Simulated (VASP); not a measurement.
# Ta (Im-3m) in VASP: a series of runs

Runs on Ta. Level: PBEsol. Tasks: single point, relaxation of cell and atoms.

Everything below comes from runs of VASP 6.6.1. Logs are shortened: lines on timing, memory, paths and dates and some standing lists are left out, and cuts for length are marked.

### Step 1. The cell of the first run

It takes space group Im-3m (No. 229, cubic). The conventional cell has a = 3.281 Å, b = 3.281 Å, c = 3.281 Å, α = 90.00°, β = 90.00°, γ = 90.00°. Ta (site symmetry m-3m) has 14 Ta at 2.84 to 3.28 Å within 3.7 Å.

### Step 2. Single point, PBEsol

File INCAR:

```
  PREC = Accurate
  ENCUT = 520
  EDIFF = 1E-6
  ISMEAR = 0
  SIGMA = 0.1
  LREAL = F
  LASPH = T
  NELM = 60
  ALGO = Normal
  ISIF = 2
  LWAVE = F
  LCHARG = T
  GGA = PS
  LELF = T
  LVHAR = T
  NBANDS = 12
```

File KPOINTS:

```
regular mesh
0
Gamma
  18 18 18
```

File POSCAR:

```
Ta
1.0
   -1.6402581779      1.6402581779      1.6402581779
    1.6402581779     -1.6402581779      1.6402581779
    1.6402581779      1.6402581779     -1.6402581779
Ta
1
Direct
    0.0000000000      0.0000000000      0.0000000000
```

Potentials or basis: VASP PAW PBE potentials, release 64 (Ta_pv).

Command:

```
cat potpaw_PBE.64/Ta_pv/POTCAR > POTCAR
mpirun -np 1 vasp_std > vasp.out
```

OUTCAR:

```text
PREC = Accurate
   ENCUT = 520
   EDIFF = 1E-6
   ISMEAR = 0
   LREAL = F
   LASPH = T
   NELM = 60
   ISIF = 2
   GGA = PS

 ion  position               nearest neighbor table
   1  0.000  0.000  0.000-

  LATTYP: Found a body centered cubic cell.
 ALAT       =     3.2805163558

  Lattice vectors:

 A1 = (  -1.6402581779,   1.6402581779,   1.6402581779)
 A2 = (   1.6402581779,  -1.6402581779,   1.6402581779)
 A3 = (   1.6402581779,   1.6402581779,  -1.6402581779)

Analysis of symmetry for initial positions (statically):
=====================================================================
 Subroutine PRICEL returns:
 Original cell was already a primitive cell.

 Routine SETGRP: Setting up the symmetry group for a
 body centered cubic supercell.

 Subroutine GETGRP returns: Found 48 space group operations
 (whereof 48 operations were pure point group operations)
 out of a pool of 48 trial point group operations.

The static configuration has the point symmetry O_h .

Analysis of symmetry for dynamics (positions and initial velocities):
=====================================================================
 Subroutine PRICEL returns:
 Original cell was already a primitive cell.

 Routine SETGRP: Setting up the symmetry group for a
 body centered cubic supercell.

 Subroutine GETGRP returns: Found 48 space group operations
 (whereof 48 operations were pure point group operations)
 out of a pool of 48 trial point group operations.

The dynamic configuration has the point symmetry O_h .

 Subroutine INISYM returns: Found 48 space group operations
 (whereof 48 operations are pure point group operations),
 and found     1 'primitive' translations

----------------------------------------------------------------------------------------

                                     Primitive cell

  volume of cell :      17.6521

  direct lattice vectors                    reciprocal lattice vectors
    -1.640258178  1.640258178  1.640258178     0.000000000  0.304830061  0.304830061
     1.640258178 -1.640258178  1.640258178     0.304830061  0.000000000  0.304830061
     1.640258178  1.640258178 -1.640258178     0.304830061  0.304830061  0.000000000

  length of vectors
     2.841010502  2.841010502  2.841010502     0.431094806  0.431094806  0.431094806

  position of ions in fractional coordinates (direct lattice)
     0.000000000  0.000000000  0.000000000

  ion indices of the primitive-cell ions
   primitive index   ion index
                 1           1

----------------------------------------------------------------------------------------

 KPOINTS: regular mesh

Automatic generation of k-mesh.
 Grid dimensions read from file:
 generate k-points for:   18   18   18

 Generating k-lattice:

  Cartesian coordinates                     Fractional coordinates (reciprocal lattice)
     0.000000000  0.016935003  0.016935003     0.055555556  0.000000000  0.000000000
     0.016935003  0.000000000  0.016935003     0.000000000  0.055555556  0.000000000
     0.016935003  0.016935003  0.000000000     0.000000000  0.000000000  0.055555556

  Length of vectors
     0.023949711  0.023949711  0.023949711

  Shift w.r.t. Gamma in fractional coordinates (k-lattice)
     0.000000000  0.000000000  0.000000000

 Subroutine IBZKPT returns following result:
 ===========================================

 Found    195 irreducible k-points:

 Following reciprocal coordinates:
            Coordinates               Weight
  0.000000  0.000000  0.000000      1.000000
  0.055556  0.000000  0.000000     12.000000
  0.111111  0.000000  0.000000     12.000000
  0.166667  0.000000  0.000000     12.000000
  0.222222  0.000000  0.000000     12.000000
  0.277778  0.000000  0.000000     12.000000
[... 16 lines left out ...]
  0.333333  0.111111  0.000000     48.000000
  0.388889  0.111111  0.000000     48.000000
 [... further k-points ...]
   k-points           NKPTS =    195   k-points in BZ     NKDIM =    195   number of bands    NBANDS=     12
   number of dos      NEDOS =    301   number of ions     NIONS =      1
   total plane-waves  NPLWV =  13824
   dimension x,y,z NGX =    24 NGY =   24 NGZ =   24
   dimension x,y,z NGXF=    48 NGYF=   48 NGZF=   48
   ions per type =               1
   NGX,Y,Z   is equivalent  to a cutoff of  14.04, 14.04, 14.04 a.u.
   NGXF,Y,Z  is equivalent  to a cutoff of  28.09, 28.09, 28.09 a.u.
 SYSTEM =  unknown system
   PREC   = accura    normal or accurate (medium, high low for compatibility)
   ISTART =      0    job   : 0-new  1-cont  2-samecut
   ICHARG =      2    charge: 1-file 2-atom 10-const
   ISPIN  =      1    spin polarized calculation?
   LNONCOLLINEAR =      F non collinear calculations
   LSORBIT =      F    spin-orbit coupling
   LASPH  =      T    aspherical Exc in radial PAW
   ENCUT  =  520.0 eV  38.22 Ry    6.18 a.u.   5.28  5.28  5.28*2*pi/ulx,y,z
   NELM   =     60;   NELMIN=  2; NELMDL= -5     # of ELM steps
   EDIFF  = 0.1E-05   stopping-criterion for ELM
   LREAL  =      F    real-space projection
   EDIFFG = 0.1E-04   stopping-criterion for IOM
   NSW    =      0    number of steps for IOM
   IBRION =     -1    ionic relax: 0-MD 1-quasi-New 2-CG
   NFREE  =      0    steps in history (QN), initial steepest desc. (CG)
   ISIF   =      2    stress and relaxation
   ISYM   =      2    0-nonsym 1-usesym 2-fastsym
   POTIM  = 0.5000    time-step for ionic-motion
   TEBEG  =    0.0;   TEEND  =   0.0 temperature during run
   PSTRESS=    0.0 pullay stress
   NELECT =      11.0000    total number of electrons
   NUPDOWN=      -1.0000    fix difference up-down
   EMIN   =  10.00;   EMAX   =-10.00  energy-range for DOS
   EFERMI =   0.00;   METHOD = LEGACY
   ISMEAR =     0;   SIGMA  =   0.10  broadening in eV -4-tet -1-fermi 0-gaus
   EFERMI_NEDOS =   21; number of points for ismear=-14 and -15
   IALGO  =     38    algorithm
   IMIX   =      4    mixing-type and parameters
     AMIX     =   0.40;   BMIX     =  1.00
     AMIX_MAG =   1.60;   BMIX_MAG =  1.00
  volume/ion in A,a.u.               =      17.65       119.12
  Fermi-wavevector in a.u.,A,eV,Ry     =   1.398321  2.642443 26.603490  1.955301
  Thomas-Fermi vector in A             =   2.521490
   LORBIT       =      0    0 simple, 1 ext, 2 COOP (PROOUT), +10 PAW based schemes
   GGA     = PS    functional components
   LHFCALC =     F    Hartree Fock is set to
   AEXX    =    0.0000 exact exchange contribution
   IVDW    =     0    specifies the selected vdW correction
   LEPSILON=     F    determine dielectric tensor
   LRPA    =     F    only Hartree local field effects (RPA)
 non-spin polarized calculation
 Gauss-broadening in eV      SIGMA  =   0.10
  energy-cutoff  :      520.00
  volume of cell :       17.65
 maximum number of plane-waves:       490
 NGX is ok and might be reduce to    24
   NGX = 11   NGY = 11   NGZ = 11

 number of electron      11.0000002 magnetization

 Free energy of the ion-electron system (eV)
  ---------------------------------------------------
  ext. energy  EPLUGINS =         0.00000000
  ---------------------------------------------------
  free energy    TOTEN  =       -12.55538495 eV

  energy without entropy =      -12.54944025  energy(sigma->0) =      -12.55241260

 E-fermi :   5.4928     XC(G=0): -12.8315

 val. band max:        5.4922727867   @ k =  -0.2778   0.3889   0.1111
 cond. band min:       5.4956901114   @ k =  -0.1667   0.2222   0.0556
 fundamental gap:      0.0034173247
 Fermi energy:         5.4928179596

 k-point     1 :       0.0000    0.0000    0.0000
  band No.  band energies     occupation
      1     -27.4578      2.00000
      2     -27.4578      2.00000
      3     -27.4578      2.00000
      4      -2.5225      2.00000
      5       6.2052      0.00000
      6       6.2052      0.00000
      7       6.2052      0.00000
      8       9.5474      0.00000
      9       9.5474      0.00000
     10      20.2200      0.00000
     11      20.6199      0.00000
     12      20.6199      0.00000

 k-point     2 :       0.0556    0.0000    0.0000
  band No.  band energies     occupation
      1     -27.4995      2.00000
      2     -27.4705      2.00000
      3     -27.4580      2.00000
      4      -2.3801      2.00000
      5       6.1120      0.00000
      6       6.1794      0.00000
      7       6.3445      0.00000
      8       9.3926      0.00000
      9       9.5472      0.00000
     10      20.2200      0.00000
     11      20.7503      0.00000
     12      20.8685      0.00000

 k-point     3 :       0.1111    0.0000    0.0000
  band No.  band energies     occupation
      1     -27.6181      2.00000
      2     -27.5069      2.00000
      3     -27.4588      2.00000
      4      -1.9681      2.00000
      5       5.8554      0.00000
      6       6.0697      0.00000
      7       6.7582      0.00000
      8       9.0701      0.00000
      9       9.5549      0.00000
     10      20.2193      0.00000
     11      21.0803      0.00000
     12      21.5891      0.00000
[... 286 lines left out ...]
 k-point    23 :       0.3333    0.1111    0.0000
  band No.  band energies     occupation
      1     -28.5557      2.00000
      2     -27.8564      2.00000
      3     -27.5203      2.00000
      4       1.3597      2.00000
      5       4.1358      2.00000
      6       5.5986      0.13469
      7       9.2353      0.00000
      8      10.4429      0.00000
      9      12.5545      0.00000
     10      18.1926      0.00000
     11      19.4422      0.00000
     12      20.2489      0.00000

 k-point    24 :       0.3889    0.1111    0.0000
  band No.  band energies     occupation
      1     -28.6413      2.00000
      2     -27.8987      2.00000
      3     -27.5219      2.00000
      4       1.4129      2.00000
      5       3.9989      2.00000
      6       6.2125      0.00000
      7       9.3046      0.00000
      8      10.6398      0.00000
      9      13.5900      0.00000
     10      17.2557      0.00000
     11      18.6475      0.00000
     12      20.2381      0.00000

 [... further k-points ...]
[... 5 lines left out ...]
  --------------------------------------------------------------------------------------
  -------------------------------------------------------------------------------------
  Total        0.0196008      0.0196008      0.0196008      0.0000000      0.0000000     -0.0000000
  in kB        1.7790492      1.7790492      1.7790492      0.0000000      0.0000000     -0.0000000
  external PRESSURE =       1.7790492 kB  Pullay stress =       0.0000000 kB

 VOLUME and BASIS-vectors are now :
 -----------------------------------------------------------------------------
  energy-cutoff  :      520.00
  volume of cell :       17.65
      direct lattice vectors                 reciprocal lattice vectors
    -1.640258178  1.640258178  1.640258178     0.000000000  0.304830061  0.304830061
     1.640258178 -1.640258178  1.640258178     0.304830061  0.000000000  0.304830061
     1.640258178  1.640258178 -1.640258178     0.304830061  0.304830061  0.000000000

 POSITION                                       TOTAL-FORCE (eV/Angst)
 -----------------------------------------------------------------------------------
      0.00000      0.00000      0.00000         0.000000      0.000000      0.000000
 -----------------------------------------------------------------------------------
    total drift:                               -0.000000      0.000000     -0.000000

  FREE ENERGIE OF THE ION-ELECTRON SYSTEM (eV)
  ---------------------------------------------------
  free  energy   TOTEN  =       -12.5553849471 eV

  energy  without entropy=      -12.5494402531  energy(sigma->0) =      -12.55241260
```

Wall time 10 s (1 thread of Intel Xeon 6975P-C (Granite Rapids), shared host); peak memory 0.17 GiB.

What came out:

```yaml
Free_energy: -12.5554 eV
Pressure: 0.2 GPa
```

Caveat: the PAW data sets were made with another functional, which shifts forces and pressure a little; spin-orbit coupling is left out, which moves the levels of the heavy elements.

### Step 3. Relaxation of cell and atoms, PBEsol

This run uses another cell than the first one, of 18.28 Å³/atom, 1.035 times its volume.

File INCAR:

```
SYSTEM = Ta
ALGO = Normal
EDIFF = 1E-6
EDIFFG = -0.005
ENCUT = 600
GGA = PS
IBRION = 2
ISIF = 3
ISMEAR = 0
LASPH = .TRUE.
LCHARG = .FALSE.
LREAL = .FALSE.
LWAVE = .FALSE.
NELM = 80
NSW = 70
PREC = Accurate
SIGMA = 0.1
```

File KPOINTS:

```
k-points
0
G
  18 18 18
  0 0 0
```

File POSCAR:

```
Ta
1.0
   -1.6593948215      1.6593948215      1.6593948215
    1.6593948215     -1.6593948215      1.6593948215
    1.6593948215      1.6593948215     -1.6593948215
Ta
1
Direct
    0.0000000000      0.0000000000      0.0000000000
```

Potentials or basis: VASP PAW PBE potentials, release 64 (Ta_pv).

Command:

```
cat potpaw_PBE.64/Ta_pv/POTCAR > POTCAR
mpirun -np 1 vasp_std > vasp.out
```

Run time: 22 s. Hardware: 1 thread of Intel Xeon 6975P-C (Granite Rapids), shared host; peak memory 0.17 GiB.

The run converged. Its results:

| Item | Value |
| --- | --- |
| Free energy | -12.5557 eV |
| Relaxed volume | 17.67 Å³/atom |
| Relaxed cell | a = 2.842 Å, b = 2.842 Å, c = 2.842 Å, α = 109.47°, β = 109.47°, γ = 109.47° |
| Space group after relaxing (to 0.05 Å) | Im-3m (No. 229) |
| Energy gained by relaxing | 12.8 meV/atom |
| Ionic steps | 4 |
| Pressure after relaxing | 0.0 GPa |

The path:
| step | energy change (eV) | largest force (eV/Å) | pressure (GPa) | volume (Å³) |
| --- | --- | --- | --- | --- |
| 1 | 0.0000 | 0.0000 | -6.59 | 18.28 |
| 2 | 0.0591 | 0.0000 | 18.86 | 16.36 |
| 3 | -0.0128 | 0.0000 | -0.17 | 17.68 |
| 4 | -0.0128 | 0.0000 | -0.03 | 17.67 |

Final structure:
```
Ta
1.0
    -1.64085    1.64085    1.64085
     1.64085   -1.64085    1.64085
     1.64085    1.64085   -1.64085
Ta
1
Direct
  0.00000 0.00000 0.00000
```

Levels at points of the mesh, in eV from the Fermi level:
| k point | band 2 | band 3 | band 4 | band 5 | band 6 | band 7 | band 8 | band 9 |
| --- | --- | --- | --- | --- | --- | --- | --- | --- |
| (0.00, 0.00, 0.00) | -32.95 | -32.95 | -8.01 | 0.71 | 0.71 | 0.71 | 4.05 | 4.05 |
| (0.50, 0.00, 0.00) | -33.36 | -32.96 | -4.48 | -1.62 | 1.69 | 3.94 | 4.99 | 7.99 |
| (0.50, 0.50, 0.50) | -33.83 | -33.83 | -3.94 | -3.94 | 6.99 | 6.99 | 6.99 | 8.83 |

Caveat: the PAW data sets were made with another functional, which shifts forces and pressure a little; spin-orbit coupling is left out, which moves the levels of the heavy elements.
